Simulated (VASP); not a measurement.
**Si2Sn5: single point with PBE**

Si2Sn5:

```
Si Sn
1.0
     8.07903    0.00000    0.00000
    -4.03951    6.99665    0.00000
     0.00000    0.00000    5.10488
Si Sn
2 5
Direct
  0.33333 0.66667 0.00000
  0.00000 0.00000 0.50000
  0.66667 0.33333 0.50000
  0.87362 0.12638 0.00000
  0.87362 0.74723 0.00000
  0.25277 0.12638 0.00000
  0.66667 0.33333 0.00000
```

The cell was built from a structure type or drawn by symmetry, and may not be a known phase.

- Program: VASP 6.6.1
- Task: single point
- Functional: PBE
- Potentials or basis: VASP PAW PBE potentials, release 64 (Si, Sn_d)
- Cutoff: 500 eV
- k mesh: 3 × 3 × 3
- Occupations: gaussian, width 0.2 eV
- Spin: no spin polarisation
- Dipole correction: no
- Further INCAR settings: ALGO = Normal; EDIFF = 1e-06; NBANDS = 48

The pressure is 0.0 GPa. The largest force is 0.016 eV/Å and the band gap on the k mesh is zero (bands 39 and 40 overlap by 0.38 eV).

Forces on the atoms (eV/Å):
```
Si   0.000  0.000  0.000
Si   0.000  0.000  0.000
Sn   0.000  0.000  0.000
Sn   0.013 -0.008  0.000
Sn   0.000  0.016  0.000
Sn  -0.013 -0.008  0.000
Sn   0.000  0.000  0.000
```

Stress tensor (GPa, compression positive):
```
-0.08  0.00  0.00
 0.00 -0.08  0.00
 0.00  0.00  0.05
```

Levels at points of the mesh, in eV from the Fermi level:
```
           k point  band 35  band 36  band 37  band 38  band 39  band 40  band 41  band 42  band 43  band 44
(0.00, 0.00, 0.00)    -3.13    -2.80    -0.26    -0.26    -0.05     0.27     0.27     0.64     0.66     0.66
```

It took 2.6 min on 1 thread of Intel Xeon 8259CL, with other jobs on the host, peak memory 0.39 GiB.

Caveat: the k points lie up to 0.41 Å⁻¹ apart; semilocal functionals underestimate gaps, so a narrow gap can read as zero; spin-orbit coupling is left out, which moves the levels of the heavy elements.
